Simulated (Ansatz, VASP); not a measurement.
# Two plane-wave programs on W

```
W
1.0
     2.12104    0.00000    0.00000
     0.00000    2.12104    0.00000
     0.00000    0.00000    2.12104
W
1
Direct
  0.00000 0.00000 0.00000
```

Change from the starting cell: volume scaled by 0.52, norm-conserving files.

Alike in both runs: task single point; functional PBE; k mesh 16 × 16 × 16; occupations fermi-dirac, width 0.1 eV; no spin polarisation.

|  | VASP | Ansatz |
| --- | --- | --- |
| version | VASP 6.6.1 | Ansatz 0.2.0 |
| potentials or method | VASP PAW PBE potentials, release 64 (W_sv) | norm-conserving pseudopotentials, scalar-relativistic |
| plane-wave cutoff (eV) | 520 | 1007 |
| valence electrons in the cell | 14 | 14 |

```tsv
	VASP	Ansatz	Ansatz less VASP
pressure (GPa)	556.9	531.7	-25.18
```

Both programs put the cell under a high pressure, so it lies far from rest at this level.

Spin-orbit coupling is off throughout. Noted on VASP's run: the cell as given lies far from equilibrium.
